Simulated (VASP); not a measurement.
# Zr (I4/mmm) in VASP: notebook

Zr is run at these levels: LDA; tasks: single point.

Everything below comes from runs of VASP 6.6.1. Logs are shortened: lines on timing, memory, paths and dates and some standing lists are left out, and cuts for length are marked.

## Step 1: The cell of the first run

The structure is tetragonal, space group I4/mmm (No. 139). Conventional cell: a = 3.093 Å, b = 3.093 Å, c = 4.645 Å, α = 90.00°, β = 90.00°, γ = 90.00°. Zr (site symmetry 4/mmm) has 12 Zr at 3.09 to 3.19 Å within 4.1 Å.

## Step 2: Single point, LDA (strain -0.030 along x and y, +0.030 along z)

File INCAR:

```
SYSTEM = Zr
PREC = Accurate
ENCUT = 520
EDIFF = 1E-6
ISMEAR = 0
SIGMA = 0.15
LREAL = .FALSE.
LASPH = .TRUE.
NELM = 100
ALGO = Fast
ISIF = 2
LWAVE = .FALSE.
LCHARG = .FALSE.
NBANDS = 12
```

File KPOINTS:

```
Automatic mesh
0
G
  18 18 18
  0 0 0
```

File POSCAR:

```
Zr
1.0
    0.0000000000      2.1873500000      2.3226500000
    2.1873500000      0.0000000000      2.3226500000
    2.1873500000      2.1873500000      0.0000000000
Zr
1
Direct
    0.0000000000      0.0000000000      0.0000000000
```

Potentials or basis: VASP PAW LDA potentials, release 64 (Zr_sv).

Launch:

```bash
> cat potpaw_LDA.64/Zr_sv/POTCAR > POTCAR
> mpirun -np 1 vasp_std > vasp.out
```

OUTCAR:

```text
SYSTEM = Zr
   PREC = Accurate
   ENCUT = 520
   EDIFF = 1E-6
   ISMEAR = 0
   LREAL = .FALSE.
   LASPH = .TRUE.
   NELM = 100
   ISIF = 2

 ion  position               nearest neighbor table
   1  0.000  0.000  0.000-

  LATTYP: Found a body centered tetragonal cell.
 ALAT       =     3.0933800357
 C/A-ratio  =     1.5016906899

  Lattice vectors:

 A1 = (  -2.1873500000,   0.0000000000,   2.3226500000)
 A2 = (   2.1873500000,   0.0000000000,   2.3226500000)
 A3 = (   0.0000000000,   2.1873500000,  -2.3226500000)

Analysis of symmetry for initial positions (statically):
=====================================================================
 Subroutine PRICEL returns:
 Original cell was already a primitive cell.

 Routine SETGRP: Setting up the symmetry group for a
 body centered tetragonal supercell.

 Subroutine GETGRP returns: Found 16 space group operations
 (whereof 16 operations were pure point group operations)
 out of a pool of 16 trial point group operations.

The static configuration has the point symmetry D_4h.

Analysis of symmetry for dynamics (positions and initial velocities):
=====================================================================
 Subroutine PRICEL returns:
 Original cell was already a primitive cell.

 Routine SETGRP: Setting up the symmetry group for a
 body centered tetragonal supercell.

 Subroutine GETGRP returns: Found 16 space group operations
 (whereof 16 operations were pure point group operations)
 out of a pool of 16 trial point group operations.

The dynamic configuration has the point symmetry D_4h.

 Subroutine INISYM returns: Found 16 space group operations
 (whereof 16 operations are pure point group operations),
 and found     1 'primitive' translations

----------------------------------------------------------------------------------------

                                     Primitive cell

  volume of cell :      22.2254

  direct lattice vectors                    reciprocal lattice vectors
     0.000000000  2.187350000  2.322650000    -0.228587103  0.228587103  0.215271350
     2.187350000  0.000000000  2.322650000     0.228587103 -0.228587103  0.215271350
     2.187350000  2.187350000  0.000000000     0.228587103  0.228587103 -0.215271350

  length of vectors
     3.190486334  3.190486334  3.093380036     0.388388828  0.388388828  0.388388828

  position of ions in fractional coordinates (direct lattice)
     0.000000000  0.000000000  0.000000000

  ion indices of the primitive-cell ions
   primitive index   ion index
[... 82 lines left out ...]
   TEBEG  =    0.0;   TEEND  =   0.0 temperature during run
   PSTRESS=    0.0 pullay stress
   NELECT =      12.0000    total number of electrons
   NUPDOWN=      -1.0000    fix difference up-down
   EMIN   =  10.00;   EMAX   =-10.00  energy-range for DOS
   EFERMI =   0.00;   METHOD = LEGACY
   ISMEAR =     0;   SIGMA  =   0.15  broadening in eV -4-tet -1-fermi 0-gaus
   EFERMI_NEDOS =   21; number of points for ismear=-14 and -15
   IALGO  =     68    algorithm
   IMIX   =      4    mixing-type and parameters
     AMIX     =   0.40;   BMIX     =  1.00
     AMIX_MAG =   1.60;   BMIX_MAG =  1.00
  volume/ion in A,a.u.               =      22.23       149.98
  Fermi-wavevector in a.u.,A,eV,Ry     =   1.333066  2.519130 24.178454  1.777066
  Thomas-Fermi vector in A             =   2.461953
   LORBIT       =      0    0 simple, 1 ext, 2 COOP (PROOUT), +10 PAW based schemes
   GGA     = CA    functional components
   LHFCALC =     F    Hartree Fock is set to
   AEXX    =    0.0000 exact exchange contribution
   IVDW    =     0    specifies the selected vdW correction
   LEPSILON=     F    determine dielectric tensor
   LRPA    =     F    only Hartree local field effects (RPA)
 non-spin polarized calculation
 RMM-DIIS sequential band-by-band and
 Gauss-broadening in eV      SIGMA  =   0.15
  energy-cutoff  :      520.00
  volume of cell :       22.23
 maximum number of plane-waves:       620
   NGX = 11   NGY = 11   NGZ = 11

 number of electron      12.0000000 magnetization

 Free energy of the ion-electron system (eV)
  ---------------------------------------------------
  ext. energy  EPLUGINS =         0.00000000
  ---------------------------------------------------
  free energy    TOTEN  =        -9.26482989 eV

  energy without entropy =       -9.24823812  energy(sigma->0) =       -9.25653400

 E-fermi :   9.1980     XC(G=0): -11.5068

 val. band max:        9.1924331577   @ k =  -0.4444   0.1111   0.0000
 cond. band min:       9.2020035263   @ k =  -0.2778   0.0000   0.0556
 fundamental gap:      0.0095703686
 Fermi energy:         9.1979647601

 k-point     1 :       0.0000    0.0000    0.0000
  band No.  band energies     occupation
      1     -39.1374      2.00000
      2     -16.7308      2.00000
      3     -16.7090      2.00000
      4     -16.7090      2.00000
      5       3.6146      2.00000
      6       9.7457      0.00000
      7      10.4192      0.00000
      8      10.4192      0.00000
      9      12.2030      0.00000
     10      13.1725      0.00000
     11      19.9152      0.00000
     12      23.1766      0.00000
[... 331 lines left out ...]
 k-point    24 :      -0.2222    0.0556    0.0000
  band No.  band energies     occupation
      1     -39.0497      2.00000
      2     -17.2975      2.00000
      3     -16.8448      2.00000
      4     -16.7441      2.00000
      5       5.3413      2.00000
      6       9.1466      1.37199
      7      10.1901      0.00000
      8      10.9337      0.00000
      9      12.4455      0.00000
     10      12.9394      0.00000
     11      20.5500      0.00000
     12      23.2718      0.00000

 [... further k-points ...]

------------------------ aborting loop because EDIFF is reached ----------------------------------------

  FORCE on cell =-STRESS in cart. coord.  units (eV):
  Direction    XX          YY          ZZ          XY          YZ          ZX
  --------------------------------------------------------------------------------------
  -------------------------------------------------------------------------------------
  Total       -0.3277955     -0.3277955     -0.5770566      0.0000000      0.0000000      0.0000000
  in kB      -23.6299757    -23.6299757    -41.5985947      0.0000000      0.0000000      0.0000000
  external PRESSURE =     -29.6195154 kB  Pullay stress =       0.0000000 kB

 VOLUME and BASIS-vectors are now :
 -----------------------------------------------------------------------------
  energy-cutoff  :      520.00
  volume of cell :       22.23
      direct lattice vectors                 reciprocal lattice vectors
     0.000000000  2.187350000  2.322650000    -0.228587103  0.228587103  0.215271350
     2.187350000  0.000000000  2.322650000     0.228587103 -0.228587103  0.215271350
     2.187350000  2.187350000  0.000000000     0.228587103  0.228587103 -0.215271350

 POSITION                                       TOTAL-FORCE (eV/Angst)
 -----------------------------------------------------------------------------------
      0.00000      0.00000      0.00000         0.000000      0.000000      0.000000
 -----------------------------------------------------------------------------------
    total drift:                                0.000000     -0.000000     -0.000000

  FREE ENERGIE OF THE ION-ELECTRON SYSTEM (eV)
  ---------------------------------------------------
  free  energy   TOTEN  =        -9.2648298853 eV

  energy  without entropy=       -9.2482381231  energy(sigma->0) =       -9.25653400
```

OSZICAR:

```text
N       E                     dE             d eps       ncg     rms          rms(c)
DAV:   1     0.869104541906E+02    0.86910E+02   -0.69811E+03 11544   0.100E+03
DAV:   2    -0.658653573523E+01   -0.93497E+02   -0.90812E+02 13240   0.273E+02
DAV:   3    -0.954837434346E+01   -0.29618E+01   -0.29229E+01 17352   0.411E+01
DAV:   4    -0.960935658160E+01   -0.60982E-01   -0.60937E-01 13112   0.561E+00
DAV:   5    -0.961067682783E+01   -0.13202E-02   -0.13202E-02 16948   0.612E-01    0.112E+01
RMM:   6    -0.931709869968E+01    0.29358E+00   -0.30120E-01 12286   0.435E+00    0.465E+00
RMM:   7    -0.925919961923E+01    0.57899E-01   -0.24927E-01 13584   0.337E+00    0.655E-01
RMM:   8    -0.926380862022E+01   -0.46090E-02   -0.40963E-02 15387   0.163E+00    0.512E-01
RMM:   9    -0.926483561289E+01   -0.10270E-02   -0.12893E-02 15607   0.818E-01    0.259E-01
RMM:  10    -0.926472304528E+01    0.11257E-03   -0.31278E-03 14538   0.570E-01    0.775E-02
RMM:  11    -0.926478559391E+01   -0.62549E-04   -0.11810E-03 17296   0.259E-01    0.590E-02
RMM:  12    -0.926482399847E+01   -0.38405E-04   -0.22747E-04 18833   0.979E-02    0.802E-02
RMM:  13    -0.926482656124E+01   -0.25628E-05   -0.66161E-05 17836   0.578E-02    0.608E-02
RMM:  14    -0.926482704268E+01   -0.48144E-06   -0.28403E-05 16508   0.510E-02    0.339E-02
RMM:  15    -0.926482890848E+01   -0.18658E-05   -0.11290E-05 14479   0.298E-02    0.231E-02
RMM:  16    -0.926482988531E+01   -0.97684E-06   -0.44676E-06 11070   0.147E-02
   1 F= -.92648299E+01 E0= -.92565340E+01  d E =-.165918E-01
```

It took 1.7 min on 1 thread of Intel Xeon 8259CL, shared host; peak memory 0.23 GiB.

Results:

- Free energy: -9.2648 eV
- Pressure: -3.0 GPa
- Band gap on the k mesh: zero (bands 6 and 7 overlap by 1.42 eV)

Levels at points of the mesh, in eV from the Fermi level:
```tsv
k point	band 4	band 5	band 6	band 7	band 8	band 9
(0.00, 0.00, 0.00)	-25.91	-5.58	0.55	1.22	1.22	3.01
(0.50, 0.00, 0.00)	-26.01	-3.05	0.43	1.14	1.39	5.26
(0.50, 0.50, 0.00)	-26.24	-3.15	-2.25	2.73	5.51	5.98
(0.50, 0.00, 0.50)	-26.29	-3.15	-2.36	3.66	5.35	5.63
```

Caveat: the cell differs from its parent crystal (strain -0.030 along x and y, +0.030 along z).

## Step 3: Single point, LDA (strain +0.000 along x and y, -0.030 along z)

File INCAR:

```
  PREC = Accurate
  ENCUT = 520
  EDIFF = 1E-7
  ISMEAR = 0
  SIGMA = 0.15
  LREAL = False
  LASPH = True
  NELM = 100
  ALGO = Fast
  ISIF = 2
  LWAVE = False
  LCHARG = False
  NBANDS = 12
```

File KPOINTS:

```
Automatic mesh
0
Gamma
  18 18 18
```

File POSCAR:

```
Zr
1.0
    0.0000000000      2.2550000000      2.1873500000
    2.2550000000      0.0000000000      2.1873500000
    2.2550000000      2.2550000000      0.0000000000
Zr
1
Direct
    0.0000000000      0.0000000000      0.0000000000
```

Potentials or basis: VASP PAW LDA potentials, release 64 (Zr_sv).

Launch:

```bash
> cat potpaw_LDA.64/Zr_sv/POTCAR > POTCAR
> mpirun -np 1 vasp_std > vasp.out
```

It took 2 min on 1 thread of Intel Xeon 8259CL, shared host; peak memory 0.23 GiB.

Results (log left out):

- Free energy: -9.2683 eV
- Pressure: -2.9 GPa
- Band gap on the k mesh: zero (bands 6 and 7 overlap by 1.60 eV)

Stress tensor (GPa, compression positive):
```
-3.24  0.00  0.00
 0.00 -3.24  0.00
 0.00  0.00 -2.34
```

Levels at points of the mesh, in eV from the Fermi level:
```tsv
k point	band 4	band 5	band 6	band 7	band 8	band 9
(0.00, 0.00, 0.00)	-25.93	-5.60	0.86	0.86	1.18	3.27
(0.50, 0.00, 0.00)	-26.05	-3.06	0.58	0.95	1.37	5.32
(0.50, 0.50, 0.00)	-26.37	-3.16	-2.40	3.64	5.40	6.00
(0.50, 0.00, 0.50)	-26.28	-3.16	-2.32	3.16	5.41	5.82
```

Caveat: the cell differs from its parent crystal (strain +0.000 along x and y, -0.030 along z).

## Step 4: Single point, LDA (strain +0.000 along x and y, +0.030 along z)

File INCAR:

```
SYSTEM = Zr
PREC = Accurate ; ENCUT = 520
EDIFF = 1E-6 ; ISMEAR = 0
SIGMA = 0.15 ; LREAL = .False.
LASPH = .True. ; NELM = 60
ALGO = Normal ; ISIF = 2
LWAVE = .False. ; LCHARG = .False.
NBANDS = 12
```

File KPOINTS:

```
Automatic mesh
0
Gamma
  18 18 18
  0 0 0
```

File POSCAR:

```
Zr
1.0
    0.0000000000      2.2550000000      2.3226500000
    2.2550000000      0.0000000000      2.3226500000
    2.2550000000      2.2550000000      0.0000000000
Zr
1
Direct
    0.0000000000      0.0000000000      0.0000000000
```

Launch:

```bash
> cat potpaw_LDA.64/Zr_sv/POTCAR > POTCAR
> mpirun -np 1 vasp_std > vasp.out
```

Wall time 66 s (1 thread of Intel Xeon 8259CL, shared host); peak memory 0.23 GiB.

Results (log left out):

```
Free energy            : -9.2212 eV
Pressure               : -7.9 GPa
Band gap on the k mesh : zero (bands 6 and 7 overlap by 1.47 eV)
```

Stress tensor (GPa, compression positive):
```
-7.61  0.00  0.00
 0.00 -7.61  0.00
 0.00  0.00 -8.56
```

Levels at points of the mesh, in eV from the Fermi level:
```tsv
k point	band 4	band 5	band 6	band 7	band 8	band 9
(0.00, 0.00, 0.00)	-26.12	-5.50	0.75	1.05	1.05	3.07
(0.50, 0.00, 0.00)	-26.23	-2.91	0.60	0.93	1.14	4.98
(0.50, 0.50, 0.00)	-26.43	-2.93	-2.10	2.68	5.08	5.57
(0.50, 0.00, 0.50)	-26.45	-2.91	-2.15	3.12	5.03	5.42
```

Caveat: the cell differs from its parent crystal (strain +0.000 along x and y, +0.030 along z); the cell stands under tension.

## Step 5: The runs side by side

```tsv
cell	gap on the mesh (eV)	pressure (GPa)
a = 3.190, b = 3.190, c = 3.093 Å, angles 61.0, 61.0, 58.0°, 1 atom	none	-3.0
a = 3.142, b = 3.142, c = 3.189 Å, angles 59.5, 59.5, 61.0°, 1 atom	none	-2.9
a = 3.237, b = 3.237, c = 3.189 Å, angles 60.5, 60.5, 59.0°, 1 atom	none	-7.9
```

Alike in all rows: task single point; level LDA; potentials or basis VASP PAW LDA potentials, release 64 (Zr_sv); no spin polarisation; k mesh 18 × 18 × 18; cutoff (eV) 520; smearing gaussian 0.15 eV.

Caveats: the cell stands under tension (at least some runs).

Total energies depend on the potentials used, so only differences within one code and one set of settings carry meaning.
